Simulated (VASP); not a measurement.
# Cd3SeS2 (P3m1) in VASP: further runs

The runs below take Cd3SeS2 through single point, with PBE.

Program: VASP 6.6.1. These are calculated values, not measurements. Logs are shortened: lines on timing, memory, paths and dates and some standing lists are left out, and cuts for length are marked.

## 1. The cell of the first run

The structure is trigonal, space group P3m1 (No. 156). Conventional cell: a = 4.252 Å, b = 4.252 Å, c = 10.428 Å, α = 90.00°, β = 90.00°, γ = 120.00°. Within 3.4 Å of Cd (site symmetry 3m) lie 3 S at 2.59 Å and 1 Se at 2.68 Å. Cd (site symmetry 3m) has 4 S at 2.57 to 2.59 Å within 3.4 Å. Cd (site symmetry 3m) has 1 S at 2.56 Å and 3 Se at 2.65 Å within 3.4 Å. Se (site symmetry 3m) has 4 Cd at 2.65 to 2.68 Å within 3.5 Å. Within 3.4 Å of S (site symmetry 3m) lie 4 Cd at 2.57 to 2.59 Å. Within 3.4 Å of S (site symmetry 3m) lie 4 Cd at 2.56 to 2.59 Å.

## 2. Single point, PBE

INCAR reads:

```
SYSTEM = Cd3SeS2
ALGO = Normal
EDIFF = 1E-7
ENCUT = 520
GGA = PE
ISIF = 2
ISMEAR = 0
LASPH = .TRUE.
LCHARG = .FALSE.
LREAL = .FALSE.
LWAVE = .FALSE.
NBANDS = 36
NELM = 60
PREC = Accurate
SIGMA = 0.1
```

KPOINTS reads:

```
k-points
0
G
  6 6 2
  0 0 0
```

POSCAR reads:

```
Cd3SeS2
1.0
    4.2522953000      0.0000000000      0.0000000000
   -2.1261477000      3.6825958000      0.0000000000
    0.0000000000      0.0000000000     10.4284919000
Cd Se S
3 1 2
Direct
    0.0000000000      0.0000000000      0.9909710000
    0.3333333000      0.6666667000      0.6665880000
    0.6666667000      0.3333333000      0.3429170000
    0.0000000000      0.0000000000      0.2478580000
    0.3333333000      0.6666667000      0.9130000000
    0.6666667000      0.3333333000      0.5886650000
```

Potentials or basis: VASP PAW PBE potentials, release 64 (Cd, Se, S).

The run is started by

```
$ cat potpaw_PBE.64/Cd/POTCAR potpaw_PBE.64/Se/POTCAR potpaw_PBE.64/S/POTCAR > POTCAR
$ mpirun -np 1 vasp_std > vasp.out
```

OUTCAR:

```text
SYSTEM = Cd3SeS2
   EDIFF = 1E-7
   ENCUT = 520
   GGA = PE
   ISIF = 2
   ISMEAR = 0
   LASPH = .TRUE.
   LREAL = .FALSE.
   NELM = 60
   PREC = Accurate

 ion  position               nearest neighbor table
   1  0.000  0.000  0.991-   5 2.59   5 2.59   5 2.59   4 2.68
   2  0.333  0.667  0.667-   5 2.57   6 2.59   6 2.59   6 2.59
   3  0.667  0.333  0.343-   6 2.56   4 2.65   4 2.65   4 2.65
   4  0.000  0.000  0.248-   3 2.65   3 2.65   3 2.65   1 2.68
   5  0.333  0.667  0.913-   2 2.57   1 2.59   1 2.59   1 2.59
   6  0.667  0.333  0.589-   3 2.56   2 2.59   2 2.59   2 2.59

  LATTYP: Found a hexagonal cell.
 ALAT       =     4.2522953000
 C/A-ratio  =     2.4524383102

  Lattice vectors:

 A1 = (   4.2522953000,   0.0000000000,   0.0000000000)
 A2 = (  -2.1261477000,   3.6825958000,   0.0000000000)
 A3 = (   0.0000000000,   0.0000000000,  10.4284919000)

Analysis of symmetry for initial positions (statically):
=====================================================================
 Subroutine PRICEL returns:
 Original cell was already a primitive cell.

 Routine SETGRP: Setting up the symmetry group for a
 hexagonal supercell.

 Subroutine GETGRP returns: Found  6 space group operations
 (whereof  6 operations were pure point group operations)
 out of a pool of 24 trial point group operations.

The static configuration has the point symmetry C_3v.

Analysis of symmetry for dynamics (positions and initial velocities):
=====================================================================
 Subroutine PRICEL returns:
 Original cell was already a primitive cell.

 Routine SETGRP: Setting up the symmetry group for a
 hexagonal supercell.

 Subroutine GETGRP returns: Found  6 space group operations
 (whereof  6 operations were pure point group operations)
 out of a pool of 24 trial point group operations.

The dynamic configuration has the point symmetry C_3v.

 Subroutine INISYM returns: Found  6 space group operations
 (whereof  6 operations are pure point group operations),
 and found     1 'primitive' translations

----------------------------------------------------------------------------------------

                                     Primitive cell

  volume of cell :     163.3048

  direct lattice vectors                    reciprocal lattice vectors
     4.252295300  0.000000000  0.000000000     0.235167111  0.135773796  0.000000000
    -2.126147700  3.682595800  0.000000000     0.000000000  0.271547586  0.000000000
     0.000000000  0.000000000 10.428491900     0.000000000  0.000000000  0.095891142

  length of vectors
     4.252295300  4.252295365 10.428491900     0.271547590  0.271547586  0.095891142

  position of ions in fractional coordinates (direct lattice)
     0.000000000  0.000000000  0.990971000
     0.333333300  0.666666700  0.666588000
     0.666666700  0.333333300  0.342917000
     0.000000000  0.000000000  0.247858000
     0.333333300  0.666666700  0.913000000
     0.666666700  0.333333300  0.588665000

  ion indices of the primitive-cell ions
   primitive index   ion index
                 1           1
                 2           2
                 3           3
                 4           4
                 5           5
                 6           6

----------------------------------------------------------------------------------------

 KPOINTS: k-points

Automatic generation of k-mesh.
 Grid dimensions read from file:
 generate k-points for:    6    6    2

 Generating k-lattice:

  Cartesian coordinates                     Fractional coordinates (reciprocal lattice)
     0.039194518  0.022628966  0.000000000     0.166666667  0.000000000  0.000000000
     0.000000000  0.045257931  0.000000000     0.000000000  0.166666667  0.000000000
     0.000000000  0.000000000  0.047945571     0.000000000  0.000000000  0.500000000

  Length of vectors
     0.045257932  0.045257931  0.047945571

  Shift w.r.t. Gamma in fractional coordinates (k-lattice)
     0.000000000  0.000000000  0.000000000

 Subroutine IBZKPT returns following result:
 ===========================================

 Found     14 irreducible k-points:

 Following reciprocal coordinates:
            Coordinates               Weight
  0.000000  0.000000  0.000000      1.000000
  0.166667  0.000000  0.000000      6.000000
  0.333333 -0.000000  0.000000      6.000000
  0.500000 -0.000000  0.000000      3.000000
  0.166667  0.166667  0.000000      6.000000
  0.333333  0.166667  0.000000     12.000000
  0.333333  0.333333  0.000000      2.000000
  0.000000  0.000000  0.500000      1.000000
  0.166667  0.000000  0.500000      6.000000
  0.333333 -0.000000  0.500000      6.000000
  0.500000 -0.000000  0.500000      3.000000
  0.166667  0.166667  0.500000      6.000000
  0.333333  0.166667  0.500000     12.000000
  0.333333  0.333333  0.500000      2.000000
   k-points           NKPTS =     14   k-points in BZ     NKDIM =     14   number of bands    NBANDS=     36
   number of dos      NEDOS =    301   number of ions     NIONS =      6
   total plane-waves  NPLWV =  81920
   dimension x,y,z NGX =    32 NGY =   32 NGZ =   80
   dimension x,y,z NGXF=    64 NGYF=   64 NGZF=  160
   ions per type =               3   1   2
   NGX,Y,Z   is equivalent  to a cutoff of  12.51, 12.51, 12.75 a.u.
   NGXF,Y,Z  is equivalent  to a cutoff of  25.02, 25.02, 25.51 a.u.
 SYSTEM =  Cd3SeS2
   PREC   = accura    normal or accurate (medium, high low for compatibility)
   ISTART =      0    job   : 0-new  1-cont  2-samecut
   ICHARG =      2    charge: 1-file 2-atom 10-const
   ISPIN  =      1    spin polarized calculation?
   LNONCOLLINEAR =      F non collinear calculations
   LSORBIT =      F    spin-orbit coupling
   LASPH  =      T    aspherical Exc in radial PAW
   ENCUT  =  520.0 eV  38.22 Ry    6.18 a.u.   7.91  7.91 19.39*2*pi/ulx,y,z
   NELM   =     60;   NELMIN=  2; NELMDL= -5     # of ELM steps
   EDIFF  = 0.1E-06   stopping-criterion for ELM
   LREAL  =      F    real-space projection
   EDIFFG = 0.1E-05   stopping-criterion for IOM
   NSW    =      0    number of steps for IOM
   IBRION =     -1    ionic relax: 0-MD 1-quasi-New 2-CG
   NFREE  =      0    steps in history (QN), initial steepest desc. (CG)
   ISIF   =      2    stress and relaxation
   ISYM   =      2    0-nonsym 1-usesym 2-fastsym
   POTIM  = 0.5000    time-step for ionic-motion
   TEBEG  =    0.0;   TEEND  =   0.0 temperature during run
   PSTRESS=    0.0 pullay stress
   NELECT =      54.0000    total number of electrons
   NUPDOWN=      -1.0000    fix difference up-down
   EMIN   =  10.00;   EMAX   =-10.00  energy-range for DOS
   EFERMI =   0.00;   METHOD = LEGACY
   ISMEAR =     0;   SIGMA  =   0.10  broadening in eV -4-tet -1-fermi 0-gaus
   EFERMI_NEDOS =   21; number of points for ismear=-14 and -15
   IALGO  =     38    algorithm
   IMIX   =      4    mixing-type and parameters
     AMIX     =   0.40;   BMIX     =  1.00
     AMIX_MAG =   1.60;   BMIX_MAG =  1.00
  volume/ion in A,a.u.               =      27.22       183.67
  Fermi-wavevector in a.u.,A,eV,Ry     =   1.132070  2.139301 17.436973  1.281581
  Thomas-Fermi vector in A             =   2.268770
   LORBIT       =      0    0 simple, 1 ext, 2 COOP (PROOUT), +10 PAW based schemes
   GGA     = PE    functional components
   LHFCALC =     F    Hartree Fock is set to
   AEXX    =    0.0000 exact exchange contribution
   IVDW    =     0    specifies the selected vdW correction
   LEPSILON=     F    determine dielectric tensor
   LRPA    =     F    only Hartree local field effects (RPA)
 non-spin polarized calculation
 Gauss-broadening in eV      SIGMA  =   0.10
  energy-cutoff  :      520.00
  volume of cell :      163.30
 maximum number of plane-waves:      4452
 NGX is ok and might be reduce to    32
   NGX = 15   NGY = 15   NGZ = 39

 number of electron      54.0000003 magnetization

 Free energy of the ion-electron system (eV)
  ---------------------------------------------------
  ext. energy  EPLUGINS =         0.00000000
  ---------------------------------------------------
  free energy    TOTEN  =       -17.74603553 eV

  energy without entropy =      -17.74603549  energy(sigma->0) =      -17.74603551

 E-fermi :   1.2874     XC(G=0):  -8.8303

 val. band max:        0.9504128832   @ k =   0.0000   0.0000   0.0000
 cond. band min:       1.6139223243   @ k =   0.0000   0.0000   0.0000
 fundamental gap:      0.6635094411
 Fermi energy:         1.2873539531

 k-point     1 :       0.0000    0.0000    0.0000
  band No.  band energies     occupation
      1     -11.3776      2.00000
      2     -11.1198      2.00000
      3     -11.0866      2.00000
      4      -6.8829      2.00000
      5      -6.8829      2.00000
      6      -6.8662      2.00000
[... 28 lines left out ...]
     35       7.4901      0.00000
     36       7.5636      0.00000

 k-point     2 :       0.1667    0.0000    0.0000
  band No.  band energies     occupation
      1     -11.2957      2.00000
      2     -11.0695      2.00000
      3     -11.0407      2.00000
      4      -6.8483      2.00000
      5      -6.8442      2.00000
      6      -6.8119      2.00000
[... 28 lines left out ...]
     35       7.4588      0.00000
     36       7.4879      0.00000

 k-point     3 :       0.3333   -0.0000    0.0000
  band No.  band energies     occupation
      1     -11.1175      2.00000
      2     -10.9826      2.00000
      3     -10.9476      2.00000
      4      -6.7970      2.00000
      5      -6.7840      2.00000
      6      -6.7448      2.00000
[... 28 lines left out ...]
     35       7.8042      0.00000
     36       8.0122      0.00000
[... 352 lines left out ...]
 k-point    13 :       0.3333    0.1667    0.5000
  band No.  band energies     occupation
      1     -11.0022      2.00000
      2     -10.9666      2.00000
      3     -10.9018      2.00000
      4      -6.7674      2.00000
      5      -6.7507      2.00000
      6      -6.7117      2.00000
[... 28 lines left out ...]
     35       7.8440      0.00000
     36       8.0790      0.00000

 k-point    14 :       0.3333    0.3333    0.5000
  band No.  band energies     occupation
      1     -10.9388      2.00000
      2     -10.9302      2.00000
      3     -10.9149      2.00000
      4      -6.7325      2.00000
      5      -6.7322      2.00000
      6      -6.7114      2.00000
[... 28 lines left out ...]
     35       7.5164      0.00000
     36       7.8435      0.00000

------------------------ aborting loop because EDIFF is reached ----------------------------------------

  FORCE on cell =-STRESS in cart. coord.  units (eV):
  Direction    XX          YY          ZZ          XY          YZ          ZX
  --------------------------------------------------------------------------------------
  -------------------------------------------------------------------------------------
  Total        0.2833198      0.2833198      0.2803474     -0.0000000     -0.0000000      0.0000000
  in kB        2.7796395      2.7796396      2.7504780     -0.0000000     -0.0000000      0.0000000
  external PRESSURE =       2.7699190 kB  Pullay stress =       0.0000000 kB

 VOLUME and BASIS-vectors are now :
 -----------------------------------------------------------------------------
  energy-cutoff  :      520.00
  volume of cell :      163.30
      direct lattice vectors                 reciprocal lattice vectors
     4.252295300  0.000000000  0.000000000     0.235167111  0.135773796  0.000000000
    -2.126147700  3.682595800  0.000000000     0.000000000  0.271547586  0.000000000
     0.000000000  0.000000000 10.428491900     0.000000000  0.000000000  0.095891142

 POSITION                                       TOTAL-FORCE (eV/Angst)
 -----------------------------------------------------------------------------------
      0.00000      0.00000     10.33433        -0.000000      0.000000      0.000569
     -0.00000      2.45506      6.95151        -0.000000      0.000000     -0.001018
      2.12615      1.22753      3.57611        -0.000000     -0.000000      0.002553
      0.00000      0.00000      2.58479         0.000000     -0.000000     -0.007534
     -0.00000      2.45506      9.52121        -0.000000      0.000000      0.003883
      2.12615      1.22753      6.13889         0.000000     -0.000000      0.001547
 -----------------------------------------------------------------------------------
    total drift:                               -0.000003      0.000003      0.000963

  FREE ENERGIE OF THE ION-ELECTRON SYSTEM (eV)
  ---------------------------------------------------
  free  energy   TOTEN  =       -17.7460355315 eV

  energy  without entropy=      -17.7460354943  energy(sigma->0) =      -17.74603551
```

It took 48 s on 1 thread of Intel Xeon 6975P-C (Granite Rapids), shared host; peak memory 0.3 GiB.

What came out:

```yaml
Free_energy: -17.7460 eV
Pressure: 0.3 GPa
Largest_force: 0.008 eV/Å
Band_gap_on_the_k_mesh: 0.66 eV, direct
```

Forces in eV/Å, atoms in the order of the input:
```
Cd   0.000  0.000  0.001
Cd   0.000  0.000 -0.001
Cd   0.000  0.000  0.003
Se   0.000  0.000 -0.008
S    0.000  0.000  0.004
S    0.000  0.000  0.002
```

## 3. Single point, PBE (volume scaled by 0.88, then relaxed in part)

INCAR reads:

```
PREC = Accurate
ENCUT = 520
EDIFF = 1E-6
ISMEAR = 0
SIGMA = 0.02
LREAL = F
LASPH = T
NELM = 60
ALGO = Normal
ISIF = 2
LWAVE = F
LCHARG = F
GGA = PE
NBANDS = 36
```

KPOINTS reads:

```
Automatic mesh
0
Gamma
  6 6 4
```

POSCAR reads:

```
Cd3SeS2
1.0
    4.0734087436      0.0000000277      0.0000000000
   -2.0367043958      3.5276754381      0.0000000000
    0.0000000000      0.0000000000     10.0008067658
Cd Se S
3 1 2
Direct
    0.0000000000      0.0000000000      0.9899138130
    0.3333333333      0.6666666667      0.6663729842
    0.6666666667      0.3333333333      0.3442941824
    0.0000000000      0.0000000000      0.2462567548
    0.3333333333      0.6666666667      0.9132620290
    0.6666666667      0.3333333333      0.5898992367
```

Potentials or basis: VASP PAW PBE potentials, release 64 (Cd, Se, S).

The run is started by

```
$ cat potpaw_PBE.64/Cd/POTCAR potpaw_PBE.64/Se/POTCAR potpaw_PBE.64/S/POTCAR > POTCAR
$ mpirun -np 1 vasp_std > vasp.out
```

OUTCAR:

```text
PREC = Accurate
   ENCUT = 520
   EDIFF = 1E-6
   ISMEAR = 0
   LREAL = F
   LASPH = T
   NELM = 60
   ISIF = 2
   GGA = PE

 ion  position               nearest neighbor table
   1  0.000  0.000  0.990-   5 2.47   5 2.47   5 2.47   4 2.56
   2  0.333  0.667  0.666-   5 2.47   6 2.47   6 2.47   6 2.47
   3  0.667  0.333  0.344-   6 2.46   4 2.55   4 2.55   4 2.55
   4  0.000  0.000  0.246-   3 2.55   3 2.55   3 2.55   1 2.56
   5  0.333  0.667  0.913-   2 2.47   1 2.47   1 2.47   1 2.47
   6  0.667  0.333  0.590-   3 2.46   2 2.47   2 2.47   2 2.47

  LATTYP: Found a hexagonal cell.
 ALAT       =     4.0734087436
 C/A-ratio  =     2.4551444246

  Lattice vectors:

 A1 = (   4.0734087436,   0.0000000277,   0.0000000000)
 A2 = (  -2.0367043958,   3.5276754381,   0.0000000000)
 A3 = (   0.0000000000,   0.0000000000,  10.0008067658)

Analysis of symmetry for initial positions (statically):
=====================================================================
 Subroutine PRICEL returns:
 Original cell was already a primitive cell.

[... 179 lines left out ...]
 cond. band min:       2.9693481673   @ k =   0.0000   0.0000   0.0000
 fundamental gap:      0.9087828596
 Fermi energy:         2.2055083277

 k-point     1 :       0.0000    0.0000    0.0000
  band No.  band energies     occupation
      1     -11.0807      2.00000
      2     -10.7370      2.00000
      3     -10.6687      2.00000
      4      -6.2923      2.00000
      5      -6.2923      2.00000
      6      -6.2529      2.00000
[... 925 lines left out ...]
     35       8.8046      0.00000
     36       9.2833      0.00000

------------------------ aborting loop because EDIFF is reached ----------------------------------------

  FORCE on cell =-STRESS in cart. coord.  units (eV):
  Direction    XX          YY          ZZ          XY          YZ          ZX
  --------------------------------------------------------------------------------------
  -------------------------------------------------------------------------------------
  Total        8.1439071      8.1439071      8.1472173     -0.0000000      0.0000000      0.0000000
  in kB       90.7949608     90.7949608     90.8318656     -0.0000000      0.0000000      0.0000000
  external PRESSURE =      90.8072624 kB  Pullay stress =       0.0000000 kB

 VOLUME and BASIS-vectors are now :
 -----------------------------------------------------------------------------
  energy-cutoff  :      520.00
  volume of cell :      143.71
      direct lattice vectors                 reciprocal lattice vectors
     4.073408744  0.000000028  0.000000000     0.245494636  0.141736396  0.000000000
    -2.036704396  3.527675438  0.000000000    -0.000000002  0.283472789  0.000000000
     0.000000000  0.000000000 10.000806766     0.000000000  0.000000000  0.099991933

 POSITION                                       TOTAL-FORCE (eV/Angst)
 -----------------------------------------------------------------------------------
      0.00000      0.00000      9.89994         0.000000     -0.000000     -0.001322
     -0.00000      2.35178      6.66427        -0.000000      0.000000     -0.002407
      2.03670      1.17589      3.44322         0.000000     -0.000000      0.000071
      0.00000      0.00000      2.46277        -0.000000      0.000000     -0.005827
     -0.00000      2.35178      9.13336        -0.000000      0.000000      0.003877
      2.03670      1.17589      5.89947         0.000000     -0.000000      0.005609
 -----------------------------------------------------------------------------------
    total drift:                               -0.000002      0.000001     -0.000061

  FREE ENERGIE OF THE ION-ELECTRON SYSTEM (eV)
  ---------------------------------------------------
  free  energy   TOTEN  =       -17.2344592974 eV

  energy  without entropy=      -17.2344592974  energy(sigma->0) =      -17.23445930
```

It took 72 s on 1 thread of Intel Xeon 6975P-C (Granite Rapids), shared host; peak memory 0.31 GiB.

Results:

```yaml
Free_energy: -17.2345 eV
Pressure: 9.1 GPa
Largest_force: 0.006 eV/Å
Band_gap_on_the_k_mesh: 0.91 eV, direct
```

Forces in eV/Å, atoms in the order of the input:
```
Cd   0.000  0.000 -0.001
Cd   0.000  0.000 -0.002
Cd   0.000  0.000  0.000
Se   0.000  0.000 -0.006
S    0.000  0.000  0.004
S    0.000  0.000  0.006
```

(Part 1 of 2 ends here.)
